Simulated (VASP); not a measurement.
Set up this calculation in VASP 6.6.1, as the native input.

```yaml
Task: relaxation of cell and atoms
Functional: PBE
Potentials_or_basis: VASP PAW PBE potentials, release 64 (Ti_sv, B)
Cutoff: 600 eV
k_mesh: 15 × 15 × 15
Occupations: gaussian, width 0.1 eV
Spin: no spin polarisation
Dipole_correction: no
Further_INCAR_settings: ALGO = Normal; EDIFF = 1e-07; IBRION = 2; EDIFFG = -0.02; NSW = 80; ISIF = 3
```

The structure of TiB2 lies in POSCAR:

```
TiB2
1.0
    0.0000000000      2.5482530695      2.5482530695
    2.5482530695      0.0000000000      2.5482530695
    2.5482530695      2.5482530695      0.0000000000
Ti B
1 2
Direct
    0.0000000000      0.0000000000      0.0000000000
    0.2500000000      0.2500000000      0.2500000000
    0.7500000000      0.7500000000      0.7500000000
```

One way to write it, as run:

INCAR

```
SYSTEM = TiB2
PREC = Accurate
ENCUT = 600
EDIFF = 1E-7
ISMEAR = 0
SIGMA = 0.1
LREAL = .FALSE.
LASPH = .TRUE.
NELM = 60
ALGO = Normal
ISIF = 3
LWAVE = .FALSE.
LCHARG = .FALSE.
GGA = PE
IBRION = 2
NSW = 80
EDIFFG = -0.02
```

KPOINTS

```
regular mesh
0
G
  15 15 15
  0 0 0
```

Potentials or basis: VASP PAW PBE potentials, release 64 (Ti_sv, B).

Run with:

```sh
$ cat potpaw_PBE.64/Ti_sv/POTCAR potpaw_PBE.64/B/POTCAR > POTCAR
$ mpirun -np 1 vasp_std > vasp.out
```

Results of the run:

| Property | Result |
| --- | --- |
| Pressure after relaxing | 0.0 GPa |
| Band gap on the k mesh | zero (bands 9 and 10 overlap by 1.84 eV) |

Caveat: the relaxation stopped at its first step, so nothing moved.

It took 74 s on 1 thread of Intel(R) Xeon(R) Platinum 8488C (Sapphire Rapids), with other jobs on the host, peak memory 0.21 GiB.
